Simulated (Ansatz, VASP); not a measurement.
WSe2: VASP beside Ansatz

The input INCAR:

```
SYSTEM = WSe2
ALGO = Normal
EDIFF = 1E-6
ENCUT = 520
GGA = PE
ISIF = 2
ISMEAR = 0
IVDW = 12
LASPH = .True.
LCHARG = .True.
LELF = .True.
LREAL = .False.
LVHAR = .True.
LWAVE = .False.
NBANDS = 20
NELM = 80
PREC = Accurate
SIGMA = 0.05
```

Contents of KPOINTS:

```
k-points
0
Gamma
  9 9 4
  0 0 0
```

Contents of POSCAR:

```
WSe2
1.0
    3.1480727436      0.0000000000      0.0000000000
   -1.5740363718      2.7263109689      0.0000000000
    0.0000000000      0.0000000000      7.6003920249
W Se
1 2
Direct
    0.0000000000      0.0000000000      0.0000000000
    0.3333333333      0.6666666667      0.2286623833
    0.3333333333      0.6666666667      0.7713376167
```

Input for Ansatz:

```yaml
crystal:
  lattice:
    - [3.1480727436, 0.0, 0.0]
    - [-1.5740363718, 2.7263109689, 0.0]
    - [0.0, 0.0, 7.6003920249]
  atoms:
    - { symbol: W, position: [0.0, 0.0, 0.0] }
    - { symbol: Se, position: [0.3333333333, 0.6666666667, 0.2286623833] }
    - { symbol: Se, position: [0.3333333333, 0.6666666667, 0.7713376167] }
basis:
  ecutwfc: 420
kpoints:
  mp_grid: { grid: [9, 9, 4] }
hamiltonian:
  xc: pbe
  pseudopotentials: { kind: paw, azcp: { folder: soft_1 } }
  dispersion: d3bj
scf:
  occupations: { method: gaussian, width: 0.05 }
output:
  forces: true
  stress: true
  eigenvalues: true
```

Alike in both runs: task single point; functional PBE; dispersion D3(BJ); k mesh 9 × 9 × 4; occupations gaussian, width 0.05 eV; no spin polarisation.

|  | VASP | Ansatz |
| --- | --- | --- |
| version | VASP 6.6.1 | Ansatz 0.2.0 |
| potentials or method | VASP PAW PBE potentials, release 64 (W_sv, Se), cutoff 520 eV | scalar-relativistic, plane waves, PAW |
| valence electrons in the cell | 26 | 46 |

|  | VASP | Ansatz | Ansatz less VASP |
| --- | --- | --- | --- |
| gap on the k mesh at the Fermi level (eV) | 1.25 | 1.25 | -0.001 |
| least direct gap on the mesh (eV) | 2.03 | 2.03 | -0.001 |
| pressure (GPa) | 6.2 | 5.8 | -0.35 |
| traceless stress, the component that is largest in VASP (GPa) | -7.09 | -7.19 | -0.096 |
| rms of the force components (eV/Å) | 0.060 | 0.034 | -0.0256 |

Atom by atom the forces differ by 0.026 eV/Å (rms over components). VASP's potentials hold 26 valence electrons a cell and Ansatz's 46, so a difference there can come from the potentials and not from the codes.

Neither program's run includes spin-orbit coupling.
